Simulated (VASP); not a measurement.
# Be in VASP: a series of runs

Be is run at these levels: PBE; tasks: single point.

Everything below comes from runs of VASP 6.6.1. Logs are shortened: lines on timing, memory, paths and dates and some standing lists are left out, and cuts for length are marked.

## (1) The cell of the first run

The cell holds a sheet with vacuum, 2 atoms: a = 1.999 Å, b = 3.998 Å, c = 23.800 Å, α = 90.00°, β = 90.00°, γ = 90.00°.

## (2) Single point, PBE

The input, INCAR:

```
SYSTEM = Be
  PREC = Accurate
  ENCUT = 520
  EDIFF = 1E-6
  ISMEAR = 0
  SIGMA = 0.1
  LREAL = .False.
  LASPH = .True.
  NELM = 100
  ALGO = Normal
  ISIF = 2
  LWAVE = .False.
  LCHARG = .False.
  LDIPOL = .True.
  IDIPOL = 3
  DIPOL = 0.5 0.5 0.294
  GGA = PE
  NBANDS = 9
```

The input, KPOINTS:

```
Automatic mesh
0
Gamma
  28 14 1
  0 0 0
```

The input, POSCAR:

```
Be
1.0
    1.9992602674      0.0000000000      0.0000000000
    0.0000000000      3.9984747445      0.0000000000
    0.0000000000      0.0000000000     23.8000000000
Be
2
Direct
    0.0000000000      0.2500000000      0.2941176471
    0.0000000000      0.7500000000      0.2941176471
```

Potentials or basis: VASP PAW PBE potentials, release 64 (Be).

On the command line:

```console
$ cat potpaw_PBE.64/Be/POTCAR > POTCAR
$ mpirun -np 1 vasp_std > vasp.out
```

OUTCAR:

```text
SYSTEM = Be
   PREC = Accurate
   ENCUT = 520
   EDIFF = 1E-6
   ISMEAR = 0
   LREAL = .False.
   LASPH = .True.
   NELM = 100
   ISIF = 2
   GGA = PE

 ion  position               nearest neighbor table
   1  0.000  0.250  0.294-   2 2.00   2 2.00
   2  0.000  0.750  0.294-   1 2.00   1 2.00

  LATTYP: Found a simple orthorhombic cell.
 ALAT       =     1.9992602674
 B/A-ratio  =     1.9999770964
 C/A-ratio  =    11.9044030375

  Lattice vectors:

 A1 = (   1.9992602674,   0.0000000000,   0.0000000000)
 A2 = (   0.0000000000,   3.9984747445,   0.0000000000)
 A3 = (   0.0000000000,   0.0000000000,  23.8000000000)

Analysis of symmetry for initial positions (statically):
=====================================================================
 Subroutine PRICEL returns following result:

  LATTYP: Found a simple tetragonal cell.
 ALAT       =     1.9992602674
 C/A-ratio  =    11.9044030375

  Lattice vectors:

 A1 = (   1.9992602674,   0.0000000000,   0.0000000000)
 A2 = (   0.0000000000,   1.9992373722,   0.0000000000)
 A3 = (   0.0000000000,   0.0000000000,  23.8000000000)

   2 primitive cells build up your supercell.

 Routine SETGRP: Setting up the symmetry group for a
 simple orthorhombic supercell.

 Subroutine GETGRP returns: Found  8 space group operations
 (whereof  4 operations were pure point group operations)
 out of a pool of  8 trial point group operations.

The static configuration has the point symmetry C_2v.
 The point group associated with its full space group is D_2h.

Analysis of symmetry for dynamics (positions and initial velocities):
=====================================================================
 Subroutine PRICEL returns following result:

  LATTYP: Found a simple tetragonal cell.
 ALAT       =     1.9992602674
 C/A-ratio  =    11.9044030375

  Lattice vectors:

 A1 = (   1.9992602674,   0.0000000000,   0.0000000000)
 A2 = (   0.0000000000,   1.9992373722,   0.0000000000)
 A3 = (   0.0000000000,   0.0000000000,  23.8000000000)

   2 primitive cells build up your supercell.

 Routine SETGRP: Setting up the symmetry group for a
 simple orthorhombic supercell.

 Subroutine GETGRP returns: Found  8 space group operations
 (whereof  4 operations were pure point group operations)
 out of a pool of  8 trial point group operations.

The dynamic configuration has the point symmetry C_2v.
 The point group associated with its full space group is D_2h.

 Subroutine INISYM returns: Found  8 space group operations
 (whereof  4 operations are pure point group operations),
 and found     2 'primitive' translations

----------------------------------------------------------------------------------------

                                     Primitive cell

  volume of cell :      95.1285

  direct lattice vectors                    reciprocal lattice vectors
     1.999260267  0.000000000  0.000000000     0.500185002  0.000000000  0.000000000
     0.000000000  1.999237372  0.000000000     0.000000000  0.500190730  0.000000000
     0.000000000  0.000000000 23.800000000     0.000000000  0.000000000  0.042016807

  length of vectors
     1.999260267  1.999237372 23.800000000     0.500185002  0.500190730  0.042016807

  position of ions in fractional coordinates (direct lattice)
     0.000000000  0.500000000  0.294117647

  ion indices of the primitive-cell ions
   primitive index   ion index
                 1           1

----------------------------------------------------------------------------------------

 KPOINTS: Automatic mesh

Automatic generation of k-mesh.
 Grid dimensions read from file:
 generate k-points for:   28   14    1

 Generating k-lattice:

  Cartesian coordinates                     Fractional coordinates (reciprocal lattice)
     0.017863750  0.000000000  0.000000000     0.035714286  0.000000000  0.000000000
     0.000000000  0.017863955  0.000000000     0.000000000  0.071428571  0.000000000
     0.000000000  0.000000000  0.042016807     0.000000000  0.000000000  1.000000000

  Length of vectors
     0.017863750  0.017863955  0.042016807

  Shift w.r.t. Gamma in fractional coordinates (k-lattice)
     0.000000000  0.000000000  0.000000000

 Subroutine IBZKPT returns following result:
 ===========================================

 Found    120 irreducible k-points:

 Following reciprocal coordinates:
            Coordinates               Weight
  0.000000  0.000000  0.000000      1.000000
  0.035714  0.000000  0.000000      2.000000
  0.071429  0.000000  0.000000      2.000000
  0.107143  0.000000  0.000000      2.000000
  0.142857  0.000000  0.000000      2.000000
  0.178571  0.000000  0.000000      2.000000
[... 16 lines left out ...]
  0.250000  0.071429  0.000000      4.000000
  0.285714  0.071429  0.000000      4.000000
 [... further k-points ...]
   k-points           NKPTS =    120   k-points in BZ     NKDIM =    120   number of bands    NBANDS=      9
   number of dos      NEDOS =    301   number of ions     NIONS =      2
   total plane-waves  NPLWV =  86400
   dimension x,y,z NGX =    16 NGY =   30 NGZ =  180
   dimension x,y,z NGXF=    32 NGYF=   60 NGZF=  360
   ions per type =               2
   NGX,Y,Z   is equivalent  to a cutoff of  13.30, 12.47, 12.57 a.u.
   NGXF,Y,Z  is equivalent  to a cutoff of  26.61, 24.95, 25.15 a.u.
 SYSTEM =  Be
   PREC   = accura    normal or accurate (medium, high low for compatibility)
   ISTART =      0    job   : 0-new  1-cont  2-samecut
   ICHARG =      2    charge: 1-file 2-atom 10-const
   ISPIN  =      1    spin polarized calculation?
   LNONCOLLINEAR =      F non collinear calculations
   LSORBIT =      F    spin-orbit coupling
   LASPH  =      T    aspherical Exc in radial PAW
   ENCUT  =  520.0 eV  38.22 Ry    6.18 a.u.   3.72  7.43 44.25*2*pi/ulx,y,z
   NELM   =    100;   NELMIN=  2; NELMDL= -5     # of ELM steps
   EDIFF  = 0.1E-05   stopping-criterion for ELM
   LREAL  =      F    real-space projection
   EDIFFG = 0.1E-04   stopping-criterion for IOM
   NSW    =      0    number of steps for IOM
   IBRION =     -1    ionic relax: 0-MD 1-quasi-New 2-CG
   NFREE  =      0    steps in history (QN), initial steepest desc. (CG)
   ISIF   =      2    stress and relaxation
   ISYM   =      2    0-nonsym 1-usesym 2-fastsym
   POTIM  = 0.5000    time-step for ionic-motion
   TEBEG  =    0.0;   TEEND  =   0.0 temperature during run
   PSTRESS=    0.0 pullay stress
   NELECT =       4.0000    total number of electrons
   NUPDOWN=      -1.0000    fix difference up-down
   EMIN   =  10.00;   EMAX   =-10.00  energy-range for DOS
   EFERMI =   0.00;   METHOD = LEGACY
   ISMEAR =     0;   SIGMA  =   0.10  broadening in eV -4-tet -1-fermi 0-gaus
   EFERMI_NEDOS =   21; number of points for ismear=-14 and -15
   IALGO  =     38    algorithm
   IMIX   =      4    mixing-type and parameters
     AMIX     =   0.40;   BMIX     =  1.00
     AMIX_MAG =   1.60;   BMIX_MAG =  1.00
  volume/ion in A,a.u.               =      95.13       641.96
  Fermi-wavevector in a.u.,A,eV,Ry     =   0.451836  0.853847  2.777714  0.204156
  Thomas-Fermi vector in A             =   1.433325
   LORBIT       =      0    0 simple, 1 ext, 2 COOP (PROOUT), +10 PAW based schemes
   GGA     = PE    functional components
   LHFCALC =     F    Hartree Fock is set to
   AEXX    =    0.0000 exact exchange contribution
   IVDW    =     0    specifies the selected vdW correction
   LEPSILON=     F    determine dielectric tensor
   LRPA    =     F    only Hartree local field effects (RPA)
 non-spin polarized calculation
 Gauss-broadening in eV      SIGMA  =   0.10
  energy-cutoff  :      520.00
  volume of cell :      190.26
 maximum number of plane-waves:      5195
 NGX is ok and might be reduce to    16
   NGX =  7   NGY = 15   NGZ = 89

 dipolmoment           0.000000      0.000000     -0.000001 electrons x Angstroem

 number of electron       4.0000000 magnetization

 dipolmoment           0.000000      0.000000      0.000004 electrons x Angstroem

 Free energy of the ion-electron system (eV)
  ---------------------------------------------------
  ext. energy  EPLUGINS =         0.00000000
  ---------------------------------------------------
  free energy    TOTEN  =        -5.25723369 eV

  energy without entropy =       -5.25473913  energy(sigma->0) =       -5.25598641

 E-fermi :  -3.7724     XC(G=0):  -1.7146

 val. band max:       -3.8291913440   @ k =   0.1071   0.3571   0.0000
 cond. band min:      -3.7390563358   @ k =   0.2143   0.0000   0.0000
 fundamental gap:      0.0901350082
 Fermi energy:        -3.7724387135

 k-point     1 :       0.0000    0.0000    0.0000
  band No.  band energies     occupation
      1     -10.5476      2.00000
      2      -6.0362      2.00000
      3      -5.4132      2.00000
      4      -0.4384      0.00000
      5       0.1335      0.00000
      6       0.8050      0.00000
      7       1.0890      0.00000
      8       1.7669      0.00000
      9       2.2218      0.00000

 k-point     2 :       0.0357    0.0000    0.0000
  band No.  band energies     occupation
      1     -10.5144      2.00000
      2      -5.9916      2.00000
      3      -5.3664      2.00000
      4      -0.4265      0.00000
      5       0.1791      0.00000
      6       0.8529      0.00000
      7       1.1367      0.00000
      8       1.8148      0.00000
      9       2.2669      0.00000

 k-point     3 :       0.0714    0.0000    0.0000
  band No.  band energies     occupation
      1     -10.4151      2.00000
      2      -5.8580      2.00000
      3      -5.2264      2.00000
      4      -0.3914      0.00000
      5       0.3156      0.00000
      6       0.9963      0.00000
      7       1.2799      0.00000
      8       1.9584      0.00000
      9       2.4021      0.00000
[... 229 lines left out ...]
 k-point    23 :       0.2500    0.0714    0.0000
  band No.  band energies     occupation
      1      -8.9366      2.00000
      2      -4.0725      1.99998
      3      -3.0930      0.00000
      4       0.2210      0.00000
      5       2.3113      0.00000
      6       3.1929      0.00000
      7       3.4644      0.00000
      8       4.1578      0.00000
      9       4.3057      0.00000

 k-point    24 :       0.2857    0.0714    0.0000
  band No.  band energies     occupation
      1      -8.4795      2.00000
      2      -3.4602      0.00001
      3      -2.4060      0.00000
      4       0.3104      0.00000
      5       2.7711      0.00000
      6       3.9067      0.00000
      7       4.1284      0.00000
      8       4.5940      0.00000
      9       4.6782      0.00000

 [... further k-points ...]

------------------------ aborting loop because EDIFF is reached ----------------------------------------

 vacuum level on the upper side and lower side of the slab       (xc-potential included)        -0.013        -0.014

  FORCE on cell =-STRESS in cart. coord.  units (eV):
  Direction    XX          YY          ZZ          XY          YZ          ZX
  --------------------------------------------------------------------------------------
  -------------------------------------------------------------------------------------
  Total        0.0160514      0.0169092     -0.0011279      0.0000000      0.0000000      0.0000000
  in kB        0.1351709      0.1423940     -0.0094979      0.0000000      0.0000000      0.0000000
  external PRESSURE =       0.0893557 kB  Pullay stress =       0.0000000 kB

 VOLUME and BASIS-vectors are now :
 -----------------------------------------------------------------------------
  energy-cutoff  :      520.00
  volume of cell :      190.26
      direct lattice vectors                 reciprocal lattice vectors
     1.999260267  0.000000000  0.000000000     0.500185002  0.000000000  0.000000000
     0.000000000  3.998474745  0.000000000     0.000000000  0.250095365  0.000000000
     0.000000000  0.000000000 23.800000000     0.000000000  0.000000000  0.042016807

 POSITION                                       TOTAL-FORCE (eV/Angst)
 -----------------------------------------------------------------------------------
      0.00000      0.99962      7.00000         0.000000      0.000000      0.000000
      0.00000      2.99886      7.00000         0.000000      0.000000      0.000000
 -----------------------------------------------------------------------------------
    total drift:                               -0.000000     -0.000000      0.000017

  FREE ENERGIE OF THE ION-ELECTRON SYSTEM (eV)
  ---------------------------------------------------
  free  energy   TOTEN  =        -5.2572336914 eV

  energy  without entropy=       -5.2547391320  energy(sigma->0) =       -5.25598641

 vacuum level on the upper side and lower side of the slab         0.991         0.991
```

It took 2.5 min on 1 thread of Intel Xeon Platinum 8488C (Sapphire Rapids), shared host; peak memory 0.39 GiB.

Results:

```yaml
Free_energy: -5.2572 eV
Band_gap_on_the_k_mesh: zero (band 2 reaches -0.24 eV, above the bottom of band 3 at -5.41 eV)
```

Levels at points of the mesh, in eV from the Fermi level:
```
           k point  band 1  band 2  band 3  band 4  band 5
(0.00, 0.00, 0.00)   -6.78   -2.26   -1.64    3.33    3.91
(0.50, 0.00, 0.00)   -2.26    3.33    4.11    4.11    5.99
(0.00, 0.50, 0.00)   -5.20   -5.20    0.63    0.63    6.04
(0.50, 0.50, 0.00)   -0.12   -0.12    3.78    3.78    8.17
```

## (3) Single point, PBE

This run uses another cell than the first one, of 95.70 Å³/atom, 1.006 times its volume.

The input, INCAR:

```
ALGO = Normal
DIPOL = 0.5 0.5 0.294
EDIFF = 1E-6
ENCUT = 520
GGA = PE
IDIPOL = 3
ISIF = 2
ISMEAR = 0
LASPH = T
LCHARG = T
LDIPOL = T
LELF = T
LREAL = F
LVACPOTAV = T
LVHAR = T
LWAVE = F
NBANDS = 9
NELM = 100
PREC = Accurate
SIGMA = 0.1
```

The input, KPOINTS:

```
k-points
0
Gamma
  28 14 1
```

The input, POSCAR:

```
Be
1.0
    2.0041770111      0.0000000000      0.0000000000
    0.0000000000      4.0125319620      0.0000000000
    0.0000000000      0.0000000000     23.8000000000
Be
2
Direct
    0.0000000000      0.2499967399      0.2941176471
    0.0000000000      0.7500032601      0.2941176471
```

Potentials or basis: VASP PAW PBE potentials, release 64 (Be).

On the command line:

```console
$ cat potpaw_PBE.64/Be/POTCAR > POTCAR
$ mpirun -np 1 vasp_std > vasp.out
```

OUTCAR:

```text
EDIFF = 1E-6
   ENCUT = 520
   GGA = PE
   ISIF = 2
   ISMEAR = 0
   LASPH = T
   LREAL = F
   NELM = 100
   PREC = Accurate

 ion  position               nearest neighbor table
   1  0.000  0.250  0.294-   2 2.01   2 2.01
   2  0.000  0.750  0.294-   1 2.01   1 2.01

  LATTYP: Found a simple orthorhombic cell.
 ALAT       =     2.0041770111
 B/A-ratio  =     2.0020846162
 C/A-ratio  =    11.8751985819

  Lattice vectors:

 A1 = (   2.0041770111,   0.0000000000,   0.0000000000)
 A2 = (   0.0000000000,   4.0125319620,   0.0000000000)
 A3 = (   0.0000000000,   0.0000000000,  23.8000000000)

Analysis of symmetry for initial positions (statically):
=====================================================================
 Subroutine PRICEL returns:
 Original cell was already a primitive cell.

 Routine SETGRP: Setting up the symmetry group for a
 simple orthorhombic supercell.

 Subroutine GETGRP returns: Found  8 space group operations
 (whereof  4 operations were pure point group operations)
 out of a pool of  8 trial point group operations.

The static configuration has the point symmetry C_2v.
 The point group associated with its full space group is D_2h.

Analysis of symmetry for dynamics (positions and initial velocities):
=====================================================================
 Subroutine PRICEL returns:
 Original cell was already a primitive cell.

 Routine SETGRP: Setting up the symmetry group for a
 simple orthorhombic supercell.

 Subroutine GETGRP returns: Found  8 space group operations
 (whereof  4 operations were pure point group operations)
 out of a pool of  8 trial point group operations.

The dynamic configuration has the point symmetry C_2v.
 The point group associated with its full space group is D_2h.

 Subroutine INISYM returns: Found  8 space group operations
 (whereof  4 operations are pure point group operations),
 and found     1 'primitive' translations

----------------------------------------------------------------------------------------

[... 118 lines left out ...]
   LHFCALC =     F    Hartree Fock is set to
   AEXX    =    0.0000 exact exchange contribution
   IVDW    =     0    specifies the selected vdW correction
   LEPSILON=     F    determine dielectric tensor
   LRPA    =     F    only Hartree local field effects (RPA)
 non-spin polarized calculation
 Gauss-broadening in eV      SIGMA  =   0.10
  energy-cutoff  :      520.00
  volume of cell :      191.40
 maximum number of plane-waves:      5227
 NGX is ok and might be reduce to    16
   NGX =  7   NGY = 15   NGZ = 89

 dipolmoment           0.000000      0.000000     -0.000001 electrons x Angstroem

 number of electron       4.0000000 magnetization

 dipolmoment           0.000000      0.000000      0.000005 electrons x Angstroem

 Free energy of the ion-electron system (eV)
  ---------------------------------------------------
  ext. energy  EPLUGINS =         0.00000000
  ---------------------------------------------------
  free energy    TOTEN  =        -5.25693736 eV

  energy without entropy =       -5.25458796  energy(sigma->0) =       -5.25576266

 E-fermi :  -3.7678     XC(G=0):  -1.7139

 val. band max:       -3.8208301959   @ k =   0.1786   0.2143   0.0000
 cond. band min:      -3.7339846364   @ k =   0.0000   0.4286   0.0000
 fundamental gap:      0.0868455595
 Fermi energy:        -3.7678487594

 k-point     1 :       0.0000    0.0000    0.0000
  band No.  band energies     occupation
      1     -10.5322      2.00000
      2      -6.0291      2.00000
      3      -5.3957      2.00000
      4      -0.5063      0.00000
      5       0.1313      0.00000
      6       0.8026      0.00000
      7       1.0831      0.00000
      8       1.7604      0.00000
      9       2.1737      0.00000
[... 265 lines left out ...]
 k-point    24 :       0.2857    0.0714    0.0000
  band No.  band energies     occupation
      1      -8.4685      2.00000
      2      -3.4681      0.00002
      3      -2.4042      0.00000
      4       0.2533      0.00000
      5       2.7527      0.00000
      6       3.8888      0.00000
      7       4.1057      0.00000
      8       4.5626      0.00000
      9       4.6200      0.00000

 [... further k-points ...]
[... 5 lines left out ...]
  --------------------------------------------------------------------------------------
  -------------------------------------------------------------------------------------
  Total       -0.0707694     -0.1481280     -0.0009996      0.0000000      0.0000000      0.0000000
  in kB       -0.5924128     -1.2399847     -0.0083681      0.0000000      0.0000000      0.0000000
  external PRESSURE =      -0.6135885 kB  Pullay stress =       0.0000000 kB

 VOLUME and BASIS-vectors are now :
 -----------------------------------------------------------------------------
  energy-cutoff  :      520.00
  volume of cell :      191.40
      direct lattice vectors                 reciprocal lattice vectors
     2.004177011  0.000000000  0.000000000     0.498957924  0.000000000  0.000000000
     0.000000000  4.012531962  0.000000000     0.000000000  0.249219199  0.000000000
     0.000000000  0.000000000 23.800000000     0.000000000  0.000000000  0.042016807

 POSITION                                       TOTAL-FORCE (eV/Angst)
 -----------------------------------------------------------------------------------
      0.00000      1.00312      7.00000         0.000000      0.000297      0.000000
      0.00000      3.00941      7.00000         0.000000     -0.000297     -0.000000
 -----------------------------------------------------------------------------------
    total drift:                                0.000000     -0.000000      0.000019

  FREE ENERGIE OF THE ION-ELECTRON SYSTEM (eV)
  ---------------------------------------------------
  free  energy   TOTEN  =        -5.2569373589 eV

  energy  without entropy=       -5.2545879593  energy(sigma->0) =       -5.25576266

 vacuum level on the upper side and lower side of the slab         0.996         0.996
```

Run time: 2.4 min. Hardware: 1 thread of Intel Xeon Platinum 8488C (Sapphire Rapids), shared host; peak memory 0.39 GiB.

Results:

* Free energy: -5.2569 eV
* Band gap on the k mesh: zero (band 2 reaches -0.28 eV, above the bottom of band 3 at -5.40 eV)
